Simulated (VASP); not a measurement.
A run of VASP 6.6.1:

The input INCAR:

```
PREC = Accurate ; ENCUT = 520
EDIFF = 1E-6 ; ISMEAR = -1
SIGMA = 0.1 ; LREAL = False
LASPH = True ; NELM = 150
ALGO = Normal ; ISIF = 2
LWAVE = False ; LCHARG = True
ISPIN = 2 ; MAGMOM = 0 2.4 0 0 0
LORBIT = 11 ; LMAXMIX = 4
LDAU = True ; LDAUTYPE = 2
LDAUL = -1 2 -1 ; LDAUU = 0 8 0
LDAUJ = 0 0 0 ; LDAUPRINT = 1
LELF = True ; LVHAR = True
NBANDS = 28
```

KPOINTS

```
Automatic mesh
0
Gamma
  7 7 7
```

POSCAR

```
NaFeO3
1.0
    3.8304800000      0.0000000000      0.0000000000
    0.0000000000      3.8304800000      0.0000000000
    0.0000000000      0.0000000000      3.8304800000
Na Fe O
1 1 3
Direct
    0.0000000000      0.0000000000      0.0000000000
    0.5000000000      0.5000000000      0.5000000000
    0.5000000000      0.5000000000      0.0000000000
    0.5000000000      0.0000000000      0.5000000000
    0.0000000000      0.5000000000      0.5000000000
```

Potentials or basis: VASP PAW LDA potentials, release 64 (Na_pv, Fe, O).

Run with:

```bash
$ cat potpaw_LDA.64/Na_pv/POTCAR potpaw_LDA.64/Fe/POTCAR potpaw_LDA.64/O/POTCAR > POTCAR
$ mpirun -np 1 vasp_std > vasp.out
```

Hardware: 1 thread of Intel(R) Xeon(R) Platinum 8375C CPU @ 2.90GHz (Ice Lake), on a shared host.

Task: How long does it take, and how much memory?

Result: Run time: 77 s on 1 thread of Intel(R) Xeon(R) Platinum 8375C CPU @ 2.90GHz (Ice Lake), on a shared host, peak memory 0.18 GiB. Counts: scf iterations 24, k points 20.
